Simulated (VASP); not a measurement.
# AlAu2 (I4/mmm) in VASP: electric field gradients with r2SCAN

Aim: the electric field gradients of AlAu2 with r2SCAN.

Program: VASP 6.6.1. These are calculated values, not measurements. Logs are shortened: lines on timing, memory, paths and dates and some standing lists are left out, and cuts for length are marked.

## 1. The cell of the first run

It takes space group I4/mmm (No. 139, tetragonal). The conventional cell has a = 3.343 Å, b = 3.343 Å, c = 8.798 Å, α = 90.00°, β = 90.00°, γ = 90.00°. Within 3.6 Å of Al (site symmetry 4/mmm) lie 10 Au at 2.73 to 3.02 Å and 4 Al at 3.34 Å. Au (site symmetry 4mm) has 5 Al at 2.73 to 3.02 Å and 9 Au at 2.75 to 3.34 Å within 3.6 Å.

## 2. Electric field gradients, r2SCAN

Input file POSCAR:

```
AlAu2
1.0
   -1.6715144750      1.6715144750      4.3990752400
    1.6715144750     -1.6715144750      4.3990752400
    1.6715144750      1.6715144750     -4.3990752400
Al Au
1 2
Direct
    0.0000000000      0.0000000000      0.0000000000
    0.6562728000      0.6562728000      0.0000000000
    0.3437272000      0.3437272000      0.0000000000
```

Input file INCAR.step1:

```
PREC = Accurate
ENCUT = 520
ISMEAR = -1
SIGMA = 0.05
LREAL = False
LASPH = True
NELM = 100
NBANDS = 20
GGA = PE
ALGO = Normal
EDIFF = 1E-4
LWAVE = True
LCHARG = False
```

Input file INCAR.step2:

```
PREC = Accurate
ENCUT = 520
EDIFF = 1E-8
ISMEAR = -1
SIGMA = 0.05
LREAL = False
LASPH = True
NELM = 100
ALGO = Normal
ISIF = 2
LWAVE = False
LCHARG = False
METAGGA = R2SCAN
LMIXTAU = True
LEFG = True
NBANDS = 20
ISTART = 1
```

Input file KPOINTS:

```
regular mesh
0
Gamma
  14 14 14
```

Potentials or basis: VASP PAW PBE potentials, release 64 (Al, Au).

On the command line:

```sh
$ cat potpaw_PBE.64/Al/POTCAR potpaw_PBE.64/Au/POTCAR > POTCAR
$ cp INCAR.step1 INCAR
$ mpirun -np 1 vasp_std > vasp.out
$ cp INCAR.step2 INCAR
$ mpirun -np 1 vasp_std > vasp.out
```

OUTCAR:

```text
PREC = Accurate
   ENCUT = 520
   EDIFF = 1E-8
   ISMEAR = -1
   LREAL = False
   LASPH = True
   NELM = 100
   ISIF = 2
   METAGGA = R2SCAN
   ISTART = 1

 ion  position               nearest neighbor table
   1  0.000  0.000  0.000-   2 2.73   2 2.73   2 2.73   3 2.73   2 2.73   3 2.73   3 2.73   3 2.73
                             2 3.02   3 3.02
   2  0.656  0.656  0.000-   1 2.73   1 2.73   1 2.73   1 2.73   3 2.75   3 2.88   3 2.88   3 2.88
                             3 2.88   1 3.02
   3  0.344  0.344  0.000-   1 2.73   1 2.73   1 2.73   1 2.73   2 2.75   2 2.88   2 2.88   2 2.88
                             2 2.88   1 3.02

  LATTYP: Found a body centered tetragonal cell.
 ALAT       =     3.3430289500
 C/A-ratio  =     2.6317900956

  Lattice vectors:

 A1 = (  -1.6715144750,   1.6715144750,   4.3990752400)
 A2 = (   1.6715144750,  -1.6715144750,   4.3990752400)
 A3 = (   1.6715144750,   1.6715144750,  -4.3990752400)

Analysis of symmetry for initial positions (statically):
=====================================================================
 Subroutine PRICEL returns:
 Original cell was already a primitive cell.

 Routine SETGRP: Setting up the symmetry group for a
 body centered tetragonal supercell.

 Subroutine GETGRP returns: Found 16 space group operations
 (whereof 16 operations were pure point group operations)
 out of a pool of 16 trial point group operations.

The static configuration has the point symmetry D_4h.

Analysis of symmetry for dynamics (positions and initial velocities):
=====================================================================
 Subroutine PRICEL returns:
 Original cell was already a primitive cell.

 Routine SETGRP: Setting up the symmetry group for a
 body centered tetragonal supercell.

 Subroutine GETGRP returns: Found 16 space group operations
 (whereof 16 operations were pure point group operations)
 out of a pool of 16 trial point group operations.

The dynamic configuration has the point symmetry D_4h.

 Subroutine INISYM returns: Found 16 space group operations
 (whereof 16 operations are pure point group operations),
 and found     1 'primitive' translations

----------------------------------------------------------------------------------------

                                     Primitive cell

  volume of cell :      49.1634

  direct lattice vectors                    reciprocal lattice vectors
    -1.671514475  1.671514475  4.399075240     0.000000000  0.299129925  0.113660252
     1.671514475 -1.671514475  4.399075240     0.299129925  0.000000000  0.113660252
     1.671514475  1.671514475 -4.399075240     0.299129925  0.299129925  0.000000000

  length of vectors
     4.993974794  4.993974794  4.993974794     0.319995883  0.319995883  0.423033597

  position of ions in fractional coordinates (direct lattice)
     0.000000000  0.000000000  0.000000000
     0.656272800  0.656272800  0.000000000
     0.343727200  0.343727200  0.000000000

  ion indices of the primitive-cell ions
   primitive index   ion index
                 1           1
                 2           2
                 3           3

----------------------------------------------------------------------------------------

 KPOINTS: regular mesh

Automatic generation of k-mesh.
 Grid dimensions read from file:
 generate k-points for:   14   14   14

 Generating k-lattice:

  Cartesian coordinates                     Fractional coordinates (reciprocal lattice)
     0.000000000  0.021366423  0.008118589     0.071428571  0.000000000  0.000000000
     0.021366423  0.000000000  0.008118589     0.000000000  0.071428571  0.000000000
     0.021366423  0.021366423  0.000000000     0.000000000  0.000000000  0.071428571

  Length of vectors
     0.022856849  0.022856849  0.030216686

  Shift w.r.t. Gamma in fractional coordinates (k-lattice)
     0.000000000  0.000000000  0.000000000

 Subroutine IBZKPT returns following result:
 ===========================================

 Found    244 irreducible k-points:

 Following reciprocal coordinates:
            Coordinates               Weight
  0.000000  0.000000  0.000000      1.000000
  0.071429  0.000000  0.000000      8.000000
  0.142857  0.000000  0.000000      8.000000
  0.214286  0.000000  0.000000      8.000000
  0.285714 -0.000000  0.000000      8.000000
  0.357143  0.000000  0.000000      8.000000
[... 16 lines left out ...]
  0.214286  0.142857  0.000000     16.000000
  0.285714  0.142857  0.000000     16.000000
 [... further k-points ...]
   k-points           NKPTS =    244   k-points in BZ     NKDIM =    244   number of bands    NBANDS=     20
   number of dos      NEDOS =    301   number of ions     NIONS =      3
   total plane-waves  NPLWV =  64000
   dimension x,y,z NGX =    40 NGY =   40 NGZ =   40
   dimension x,y,z NGXF=    80 NGYF=   80 NGZF=   80
   ions per type =               1   2
   NGX,Y,Z   is equivalent  to a cutoff of  13.32, 13.32, 13.32 a.u.
   NGXF,Y,Z  is equivalent  to a cutoff of  26.63, 26.63, 26.63 a.u.
 SYSTEM =  unknown system
   PREC   = accura    normal or accurate (medium, high low for compatibility)
   ISTART =      1    job   : 0-new  1-cont  2-samecut
   ICHARG =      0    charge: 1-file 2-atom 10-const
   ISPIN  =      1    spin polarized calculation?
   LNONCOLLINEAR =      F non collinear calculations
   LSORBIT =      F    spin-orbit coupling
   LASPH  =      T    aspherical Exc in radial PAW
   ENCUT  =  520.0 eV  38.22 Ry    6.18 a.u.   9.29  9.29  9.29*2*pi/ulx,y,z
   NELM   =    100;   NELMIN=  2; NELMDL=  0     # of ELM steps
   EDIFF  = 0.1E-07   stopping-criterion for ELM
   LREAL  =      F    real-space projection
   EDIFFG = 0.1E-06   stopping-criterion for IOM
   NSW    =      0    number of steps for IOM
   IBRION =     -1    ionic relax: 0-MD 1-quasi-New 2-CG
   NFREE  =      0    steps in history (QN), initial steepest desc. (CG)
   ISIF   =      2    stress and relaxation
   ISYM   =      2    0-nonsym 1-usesym 2-fastsym
   POTIM  = 0.5000    time-step for ionic-motion
   TEBEG  =    0.0;   TEEND  =   0.0 temperature during run
   PSTRESS=    0.0 pullay stress
   NELECT =      25.0000    total number of electrons
   NUPDOWN=      -1.0000    fix difference up-down
   EMIN   =  10.00;   EMAX   =-10.00  energy-range for DOS
   EFERMI =   0.00;   METHOD = LEGACY
   ISMEAR =    -1;   SIGMA  =   0.05  broadening in eV -4-tet -1-fermi 0-gaus
   EFERMI_NEDOS =   21; number of points for ismear=-14 and -15
   IALGO  =     38    algorithm
   IMIX   =      4    mixing-type and parameters
     AMIX     =   0.40;   BMIX     =  1.00
     AMIX_MAG =   1.60;   BMIX_MAG =  1.00
  volume/ion in A,a.u.               =      16.39       110.59
  Fermi-wavevector in a.u.,A,eV,Ry     =   1.306695  2.469296 23.231298  1.707452
  Thomas-Fermi vector in A             =   2.437480
   LORBIT       =      0    0 simple, 1 ext, 2 COOP (PROOUT), +10 PAW based schemes
   METAGGA = R2SCAN    functional components
   LHFCALC =     F    Hartree Fock is set to
   AEXX    =    0.0000 exact exchange contribution
   IVDW    =     0    specifies the selected vdW correction
   LEPSILON=     F    determine dielectric tensor
   LRPA    =     F    only Hartree local field effects (RPA)
 non-spin polarized calculation
  energy-cutoff  :      520.00
  volume of cell :       49.16
 maximum number of plane-waves:      1337
 NGX is ok and might be reduce to    40
   NGX = 19   NGY = 19   NGZ = 19

 number of electron      25.0000001 magnetization

 Free energy of the ion-electron system (eV)
  ---------------------------------------------------
  ext. energy  EPLUGINS =         0.00000000
  ---------------------------------------------------
  free energy    TOTEN  =      -108.86459014 eV

  energy without entropy =     -108.85939881  energy(sigma->0) =     -108.86199447

 E-fermi :   9.7002     XC(G=0): -13.0206

 val. band max:        9.6978774263   @ k =   0.4286   0.2143   0.0714
 cond. band min:       9.7040199509   @ k =   0.2857   0.2143   0.0714
 fundamental gap:      0.0061425246
 Fermi energy:         9.7002275827

 k-point     1 :       0.0000    0.0000    0.0000
  band No.  band energies     occupation
      1      -1.7919      2.00000
      2       2.5439      2.00000
      3       3.0556      2.00000
      4       3.9898      2.00000
      5       4.2655      2.00000
      6       4.3247      2.00000
[... 541 lines left out ...]
     19      19.9703      0.00000
     20      22.3899      0.00000

 [... further k-points ...]

------------------------ aborting loop because EDIFF is reached ----------------------------------------

  FORCE on cell =-STRESS in cart. coord.  units (eV):
  Direction    XX          YY          ZZ          XY          YZ          ZX
  --------------------------------------------------------------------------------------
  -------------------------------------------------------------------------------------
  Total       -0.0580950     -0.0580950     -0.0145392      0.0000000      0.0000000      0.0000000
  in kB       -1.8932488     -1.8932488     -0.4738152      0.0000000      0.0000000      0.0000000
  external PRESSURE =      -1.4201043 kB  Pullay stress =       0.0000000 kB

 VOLUME and BASIS-vectors are now :
 -----------------------------------------------------------------------------
  energy-cutoff  :      520.00
  volume of cell :       49.16
      direct lattice vectors                 reciprocal lattice vectors
    -1.671514475  1.671514475  4.399075240     0.000000000  0.299129925  0.113660252
     1.671514475 -1.671514475  4.399075240     0.299129925  0.000000000  0.113660252
     1.671514475  1.671514475 -4.399075240     0.299129925  0.299129925  0.000000000

 POSITION                                       TOTAL-FORCE (eV/Angst)
 -----------------------------------------------------------------------------------
      0.00000      0.00000      0.00000        -0.000000     -0.000000      0.000000
      0.00000      0.00000      5.77399        -0.000000     -0.000000     -0.019645
      0.00000      0.00000      3.02416         0.000000      0.000000      0.019645
 -----------------------------------------------------------------------------------
    total drift:                                0.000000      0.000000      0.000000

  FREE ENERGIE OF THE ION-ELECTRON SYSTEM (eV)
  ---------------------------------------------------
  free  energy   TOTEN  =      -108.8645901356 eV

  energy  without entropy=     -108.8593988087  energy(sigma->0) =     -108.86199447

 Electric field gradients (V/A^2)
---------------------------------------------------------------------
 ion       V_xx      V_yy      V_zz      V_xy      V_xz      V_yz
---------------------------------------------------------------------
   1       0.761     0.761    -1.522     0.000     0.000     0.000
   2      95.226    95.226  -190.452     0.000     0.000     0.000
   3      95.226    95.226  -190.452     0.000     0.000     0.000
---------------------------------------------------------------------

 Electric field gradients after diagonalization (V/A^2)
 (convention: |V_zz| > |V_xx| > |V_yy|)
----------------------------------------------------------------------
 ion       V_xx      V_yy      V_zz     asymmetry (V_yy - V_xx)/ V_zz
----------------------------------------------------------------------
   1       0.761     0.761    -1.522       0.000
   2      95.226    95.226  -190.452       0.000
   3      95.226    95.226  -190.452       0.000
----------------------------------------------------------------------

           NMR quadrupolar parameters

 Cq : quadrupolar parameter    Cq=e*Q*V_zz/h
 eta: asymmetry parameters     (V_yy - V_xx)/ V_zz
 Q  : nuclear electric quadrupole moment in mb (millibarn)
----------------------------------------------------------------------
 ion       Cq(MHz)       eta       Q (mb)
----------------------------------------------------------------------
   1      -0.004       0.000       1.000
   2      -0.461       0.000       1.000
   3      -0.461       0.000       1.000
----------------------------------------------------------------------
```

Run time: 21 min. Hardware: 1 thread of AMD EPYC 9R45 (Zen 5), shared host; peak memory 0.39 GiB.

What came out:

```
Free energy   : -108.8646 eV
Pressure      : -0.1 GPa
Largest force : 0.020 eV/Å
```

Forces in eV/Å, atoms in the order of the input:
```
Al   0.000  0.000  0.000
Au   0.000  0.000 -0.020
Au   0.000  0.000  0.020
```

Stress tensor (GPa, compression positive):
```
-0.19  0.00  0.00
 0.00 -0.19  0.00
 0.00  0.00 -0.05
```

Electric field gradients, principal values (V/Å²):
| atom | least | middle | greatest (by size) |
| --- | --- | --- | --- |
| 1 Al | 0.761 | 0.761 | -1.522 |
| 2 Au | 95.226 | 95.226 | -190.452 |
| 3 Au | 95.226 | 95.226 | -190.452 |

Caveat: without QUAD_EFG the Cq values of the log hold for a quadrupole moment of 1 mb, not for the nuclei; the PAW data sets were made with another functional, which shifts forces and pressure a little; spin-orbit coupling is left out, which moves the levels of the heavy elements.
